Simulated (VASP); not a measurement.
# Y3PbS2 (Immm) in VASP: single point with r2SCAN

Aim: the single point of Y3PbS2 with r2SCAN.

All numbers are computed with VASP 6.6.1; they aren't measurements. Logs are shortened: lines on timing, memory, paths and dates and some standing lists are left out, and cuts for length are marked.

## (1) The cell of the first run

The structure is orthorhombic, space group Immm (No. 71). Conventional cell: a = 4.088 Å, b = 6.172 Å, c = 12.830 Å, α = 90.00°, β = 90.00°, γ = 90.00°. Y (site symmetry mm2) has 2 Pb at 2.94 Å and 4 S at 3.05 to 3.09 Å within 3.9 Å. Y (site symmetry mmm) has 4 S at 2.89 Å and 2 Pb at 3.09 Å within 3.8 Å. Within 3.9 Å of Pb (site symmetry mmm) lie 6 Y at 2.94 to 3.09 Å. S (site symmetry mm2) has 6 Y at 2.89 to 3.09 Å within 3.8 Å.

## (2) Single point, r2SCAN (Si replaced by Pb, lengths x 1.024, strained)

The input, POSCAR:

```
Y3PbS2
1.0
   -2.0438541633      3.0861229113      6.4151609556
    2.0438541633     -3.0861229113      6.4151609556
    2.0438541633      3.0861229113     -6.4151609556
Y Pb S
3 1 2
Direct
    0.8354424431      0.3354424431      0.5000000000
    0.5000000000      0.0000000000      0.5000000000
    0.1645575569      0.6645575569      0.5000000000
    0.0000000000      0.0000000000      0.0000000000
    0.6587890352      0.6587890352      0.0000000000
    0.3412109648      0.3412109648      0.0000000000
```

The input, INCAR.step1:

```
PREC     = Accurate       # precision mode
ENCUT    = 520            # plane-wave cutoff, eV
ISMEAR   = 0              # smearing method
SIGMA    = 0.1            # smearing width, eV
LREAL    = False          # projectors in reciprocal space
LASPH    = True           # aspherical terms in the spheres
NELM     = 100            # most SCF steps
NBANDS   = 38             # bands
GGA      = PE             # functional
ALGO     = Normal         # electronic algorithm
EDIFF    = 1E-4           # SCF threshold, eV
LWAVE    = True           # write WAVECAR
LCHARG   = False          # write CHGCAR
```

The input, INCAR.step2:

```
PREC     = Accurate       # precision mode
ENCUT    = 520            # plane-wave cutoff, eV
EDIFF    = 1E-6           # SCF threshold, eV
ISMEAR   = 0              # smearing method
SIGMA    = 0.1            # smearing width, eV
LREAL    = False          # projectors in reciprocal space
LASPH    = True           # aspherical terms in the spheres
NELM     = 100            # most SCF steps
ALGO     = Normal         # electronic algorithm
ISIF     = 2              # what is computed and relaxed
LWAVE    = False          # write WAVECAR
LCHARG   = True           # write CHGCAR
METAGGA  = R2SCAN         # meta-GGA
LMIXTAU  = True         
LELF     = True           # ELF
LVHAR    = True         
NBANDS   = 38             # bands
ISTART   = 1
```

The input, KPOINTS:

```
regular mesh
0
Gamma
  6 6 6
```

Potentials or basis: VASP PAW PBE potentials, release 64 (Y_sv, Pb_d, S).

Launch:

```console
cat potpaw_PBE.64/Y_sv/POTCAR potpaw_PBE.64/Pb_d/POTCAR potpaw_PBE.64/S/POTCAR > POTCAR
cp INCAR.step1 INCAR
mpirun -np 1 vasp_std > vasp.out
cp INCAR.step2 INCAR
mpirun -np 1 vasp_std > vasp.out
```

OUTCAR:

```text
PREC = Accurate
   ENCUT = 520
   EDIFF = 1E-6
   ISMEAR = 0
   LREAL = False
   LASPH = True
   NELM = 100
   ISIF = 2
   METAGGA = R2SCAN
   ISTART = 1

 ion  position               nearest neighbor table
   1  0.835  0.335  0.500-   4 2.94   4 2.94   5 3.05   5 3.05   6 3.09   6 3.09   3 4.22   2 4.26
                             2 4.26   2 4.26   2 4.26   3 4.30   3 4.30   3 4.30   3 4.30   2 4.30
   2  0.500  0.000  0.500-   5 2.89   6 2.89   5 2.89   6 2.89   4 3.09   4 3.09   3 4.26   1 4.26
                             1 4.26   1 4.26   3 4.26   1 4.26   3 4.26   3 4.26   3 4.30   1 4.30
   3  0.165  0.665  0.500-   4 2.94   4 2.94   6 3.05   6 3.05   5 3.09   5 3.09   1 4.22   2 4.26
                             2 4.26   2 4.26   2 4.26   1 4.30   1 4.30   1 4.30   1 4.30   2 4.30
   4  0.000  0.000  0.000-   3 2.94   1 2.94   3 2.94   1 2.94   2 3.09   2 3.09
   5  0.659  0.659  0.000-   2 2.89   2 2.89   1 3.05   1 3.05   3 3.09   3 3.09
   6  0.341  0.341  0.000-   2 2.89   2 2.89   3 3.05   3 3.05   1 3.09   1 3.09

  LATTYP: Found a body centered orthorhombic cell.
 ALAT       =     4.0877083266
 B/A-ratio  =     1.5099526017
 C/A-ratio  =     3.1387567033

  Lattice vectors:

 A1 = (  -2.0438541633,   3.0861229113,   6.4151609556)
 A2 = (   2.0438541633,  -3.0861229113,   6.4151609556)
 A3 = (   2.0438541633,   3.0861229113,  -6.4151609556)

Analysis of symmetry for initial positions (statically):
=====================================================================
 Subroutine PRICEL returns:
 Original cell was already a primitive cell.

 Routine SETGRP: Setting up the symmetry group for a
 body centered orthorhombic supercell.

 Subroutine GETGRP returns: Found  8 space group operations
 (whereof  8 operations were pure point group operations)
 out of a pool of  8 trial point group operations.

The static configuration has the point symmetry D_2h.

Analysis of symmetry for dynamics (positions and initial velocities):
=====================================================================
 Subroutine PRICEL returns:
 Original cell was already a primitive cell.

 Routine SETGRP: Setting up the symmetry group for a
 body centered orthorhombic supercell.

 Subroutine GETGRP returns: Found  8 space group operations
 (whereof  8 operations were pure point group operations)
 out of a pool of  8 trial point group operations.

The dynamic configuration has the point symmetry D_2h.

 Subroutine INISYM returns: Found  8 space group operations
 (whereof  8 operations are pure point group operations),
 and found     1 'primitive' translations

----------------------------------------------------------------------------------------

                                     Primitive cell

  volume of cell :     161.8567

  direct lattice vectors                    reciprocal lattice vectors
    -2.043854163  3.086122911  6.415160956     0.000000000  0.162015582  0.077940367
     2.043854163 -3.086122911  6.415160956     0.244635850  0.000000000  0.077940367
     2.043854163  3.086122911 -6.415160956     0.244635850  0.162015582  0.000000000

  length of vectors
     7.406469101  7.406469101  7.406469101     0.179788069  0.256751631  0.293420769

  position of ions in fractional coordinates (direct lattice)
     0.835442443  0.335442443  0.500000000
     0.500000000  0.000000000  0.500000000
     0.164557557  0.664557557  0.500000000
     0.000000000  0.000000000  0.000000000
     0.658789035  0.658789035  0.000000000
     0.341210965  0.341210965  0.000000000

  ion indices of the primitive-cell ions
   primitive index   ion index
                 1           1
                 2           2
                 3           3
                 4           4
                 5           5
                 6           6

----------------------------------------------------------------------------------------

 KPOINTS: regular mesh

Automatic generation of k-mesh.
 Grid dimensions read from file:
 generate k-points for:    6    6    6

 Generating k-lattice:

  Cartesian coordinates                     Fractional coordinates (reciprocal lattice)
     0.000000000  0.027002597  0.012990061     0.166666667  0.000000000 -0.000000000
     0.040772642  0.000000000  0.012990061     0.000000000  0.166666667 -0.000000000
     0.040772642  0.027002597  0.000000000     0.000000000  0.000000000  0.166666667

  Length of vectors
     0.029964678  0.042791938  0.048903462

  Shift w.r.t. Gamma in fractional coordinates (k-lattice)
     0.000000000  0.000000000  0.000000000

 Subroutine IBZKPT returns following result:
 ===========================================

 Found     46 irreducible k-points:

 Following reciprocal coordinates:
            Coordinates               Weight
  0.000000  0.000000  0.000000      1.000000
  0.166667  0.000000 -0.000000      4.000000
  0.333333  0.000000  0.000000      4.000000
  0.500000 -0.000000  0.000000      2.000000
  0.000000  0.166667  0.000000      4.000000
  0.166667  0.166667 -0.000000      8.000000
[... 16 lines left out ...]
 -0.166667  0.166667  0.166667      2.000000
  0.166667  0.333333  0.166667      4.000000
 [... further k-points ...]
   k-points           NKPTS =     46   k-points in BZ     NKDIM =     46   number of bands    NBANDS=     38
   number of dos      NEDOS =    301   number of ions     NIONS =      6
   total plane-waves  NPLWV = 175616
   dimension x,y,z NGX =    56 NGY =   56 NGZ =   56
   dimension x,y,z NGXF=   112 NGYF=  112 NGZF=  112
   ions per type =               3   1   2
   NGX,Y,Z   is equivalent  to a cutoff of  12.57, 12.57, 12.57 a.u.
   NGXF,Y,Z  is equivalent  to a cutoff of  25.14, 25.14, 25.14 a.u.
 SYSTEM =  unknown system
   PREC   = accura    normal or accurate (medium, high low for compatibility)
   ISTART =      1    job   : 0-new  1-cont  2-samecut
   ICHARG =      0    charge: 1-file 2-atom 10-const
   ISPIN  =      1    spin polarized calculation?
   LNONCOLLINEAR =      F non collinear calculations
   LSORBIT =      F    spin-orbit coupling
   LASPH  =      T    aspherical Exc in radial PAW
   ENCUT  =  520.0 eV  38.22 Ry    6.18 a.u.  13.77 13.77 13.77*2*pi/ulx,y,z
   NELM   =    100;   NELMIN=  2; NELMDL=  0     # of ELM steps
   EDIFF  = 0.1E-05   stopping-criterion for ELM
   LREAL  =      F    real-space projection
   EDIFFG = 0.1E-04   stopping-criterion for IOM
   NSW    =      0    number of steps for IOM
   IBRION =     -1    ionic relax: 0-MD 1-quasi-New 2-CG
   NFREE  =      0    steps in history (QN), initial steepest desc. (CG)
   ISIF   =      2    stress and relaxation
   ISYM   =      2    0-nonsym 1-usesym 2-fastsym
   POTIM  = 0.5000    time-step for ionic-motion
   TEBEG  =    0.0;   TEEND  =   0.0 temperature during run
   PSTRESS=    0.0 pullay stress
   NELECT =      59.0000    total number of electrons
   NUPDOWN=      -1.0000    fix difference up-down
   EMIN   =  10.00;   EMAX   =-10.00  energy-range for DOS
   EFERMI =   0.00;   METHOD = LEGACY
   ISMEAR =     0;   SIGMA  =   0.10  broadening in eV -4-tet -1-fermi 0-gaus
   EFERMI_NEDOS =   21; number of points for ismear=-14 and -15
   IALGO  =     38    algorithm
   IMIX   =      4    mixing-type and parameters
     AMIX     =   0.40;   BMIX     =  1.00
     AMIX_MAG =   1.60;   BMIX_MAG =  1.00
  volume/ion in A,a.u.               =      26.98       182.04
  Fermi-wavevector in a.u.,A,eV,Ry     =   1.169451  2.209942 18.607533  1.367615
  Thomas-Fermi vector in A             =   2.305923
   LORBIT       =      0    0 simple, 1 ext, 2 COOP (PROOUT), +10 PAW based schemes
   METAGGA = R2SCAN    functional components
   LHFCALC =     F    Hartree Fock is set to
   AEXX    =    0.0000 exact exchange contribution
   IVDW    =     0    specifies the selected vdW correction
   LEPSILON=     F    determine dielectric tensor
   LRPA    =     F    only Hartree local field effects (RPA)
 non-spin polarized calculation
 Gauss-broadening in eV      SIGMA  =   0.10
  energy-cutoff  :      520.00
  volume of cell :      161.86
 maximum number of plane-waves:      4388
   NGX = 27   NGY = 27   NGZ = 27

 number of electron      59.0000004 magnetization

 Free energy of the ion-electron system (eV)
  ---------------------------------------------------
  ext. energy  EPLUGINS =         0.00000000
  ---------------------------------------------------
  free energy    TOTEN  =      -142.84711692 eV

  energy without entropy =     -142.83738906  energy(sigma->0) =     -142.84225299

 E-fermi :   5.5161     XC(G=0): -10.2083

 val. band max:        5.5087278326   @ k =  -0.1667  -0.3333   0.1667
 cond. band min:       5.5227707985   @ k =  -0.1667   0.3333   0.1667
 fundamental gap:      0.0140429659
 Fermi energy:         5.5160832272

 k-point     1 :       0.0000    0.0000    0.0000
  band No.  band energies     occupation
      1     -40.0528      2.00000
      2     -40.0264      2.00000
      3     -40.0213      2.00000
      4     -19.4344      2.00000
      5     -19.4290      2.00000
      6     -19.4027      2.00000
[... 30 lines left out ...]
     37       7.1461      0.00000
     38       7.7744      0.00000

 k-point     2 :       0.1667    0.0000   -0.0000
  band No.  band energies     occupation
      1     -40.0526      2.00000
      2     -40.0263      2.00000
      3     -40.0216      2.00000
      4     -19.4547      2.00000
      5     -19.4184      2.00000
      6     -19.4012      2.00000
[... 30 lines left out ...]
     37       7.2890      0.00000
     38       7.8297      0.00000

 k-point     3 :       0.3333    0.0000    0.0000
  band No.  band energies     occupation
      1     -40.0522      2.00000
      2     -40.0257      2.00000
      3     -40.0225      2.00000
      4     -19.4688      2.00000
      5     -19.4234      2.00000
      6     -19.3815      2.00000
[... 30 lines left out ...]
     37       7.8662      0.00000
[... 781 lines left out ...]
 k-point    23 :      -0.1667    0.1667    0.1667
  band No.  band energies     occupation
      1     -40.0492      2.00000
      2     -40.0223      2.00000
      3     -40.0195      2.00000
      4     -19.4371      2.00000
      5     -19.4136      2.00000
      6     -19.4108      2.00000
[... 30 lines left out ...]
     37       7.6959      0.00000
     38       7.9198      0.00000

 k-point    24 :       0.1667    0.3333    0.1667
  band No.  band energies     occupation
      1     -40.0478      2.00000
      2     -40.0204      2.00000
      3     -40.0195      2.00000
      4     -19.4812      2.00000
      5     -19.4179      2.00000
      6     -19.4058      2.00000
[... 30 lines left out ...]
     37       8.3757      0.00000
     38       8.3836      0.00000

 [... further k-points ...]
[... 5 lines left out ...]
  --------------------------------------------------------------------------------------
  -------------------------------------------------------------------------------------
  Total       -0.6229638     -7.8962480     -4.4829520      0.0000000      0.0000000      0.0000000
  in kB       -6.1665566    -78.1629046    -44.3755756      0.0000000      0.0000000      0.0000000
  external PRESSURE =     -42.9016789 kB  Pullay stress =       0.0000000 kB

 VOLUME and BASIS-vectors are now :
 -----------------------------------------------------------------------------
  energy-cutoff  :      520.00
  volume of cell :      161.86
      direct lattice vectors                 reciprocal lattice vectors
    -2.043854163  3.086122911  6.415160956     0.000000000  0.162015582  0.077940367
     2.043854163 -3.086122911  6.415160956     0.244635850  0.000000000  0.077940367
     2.043854163  3.086122911 -6.415160956     0.244635850  0.162015582  0.000000000

 POSITION                                       TOTAL-FORCE (eV/Angst)
 -----------------------------------------------------------------------------------
      0.00000      3.08612      4.30383         0.000000      0.000000     -1.223414
      0.00000      3.08612      0.00000        -0.000000      0.000000      0.000000
      2.04385     -0.00000      2.11133        -0.000000     -0.000000      1.223414
      0.00000      0.00000      0.00000        -0.000000      0.000000      0.000000
      0.00000      0.00000      8.45248        -0.000000      0.000000      0.507299
      0.00000      0.00000      4.37785         0.000000     -0.000000     -0.507299
 -----------------------------------------------------------------------------------
    total drift:                               -0.000000      0.000000      0.000000

  FREE ENERGIE OF THE ION-ELECTRON SYSTEM (eV)
  ---------------------------------------------------
  free  energy   TOTEN  =      -142.8471169163 eV

  energy  without entropy=     -142.8373890584  energy(sigma->0) =     -142.84225299
```

Run time: 31 min. Hardware: 1 thread of Intel Xeon Platinum 8488C (Sapphire Rapids), shared host; peak memory 0.65 GiB.

What came out:

```
Free energy            : -142.8471 eV
Pressure               : -4.3 GPa
Largest force          : 1.223 eV/Å
Band gap on the k mesh : zero (an odd number of electrons rules out a gap without spin polarisation)
```

Forces on the atoms (eV/Å):
```
Y    0.000  0.000 -1.223
Y    0.000  0.000  0.000
Y    0.000  0.000  1.223
Pb   0.000  0.000  0.000
S    0.000  0.000  0.507
S    0.000  0.000 -0.507
```

Levels at points of the mesh, in eV from the Fermi level:
| k point | band 27 | band 28 | band 29 | band 30 | band 31 | band 32 |
| --- | --- | --- | --- | --- | --- | --- |
| (0.00, 0.00, 0.00) | -1.93 | -1.28 | -0.20 | 0.27 | 0.39 | 0.69 |
| (0.50, 0.00, 0.00) | -2.95 | -2.34 | -0.87 | 0.06 | 0.21 | 1.61 |
| (0.00, 0.50, 0.00) | -2.77 | -1.74 | -1.66 | -1.16 | 0.42 | 1.10 |
| (0.50, 0.50, 0.00) | -2.99 | -2.32 | -2.30 | 1.13 | 1.22 | 1.29 |
| (0.50, 0.50, 0.50) | -2.30 | -1.85 | -1.12 | -0.65 | 1.06 | 1.17 |

Caveat: the cell differs from its parent crystal (Si replaced by Pb, lengths x 1.024, strained); the cell stands under tension; the PAW data sets were made with another functional, which shifts forces and pressure a little; spin-orbit coupling is left out, which moves the levels of the heavy elements.
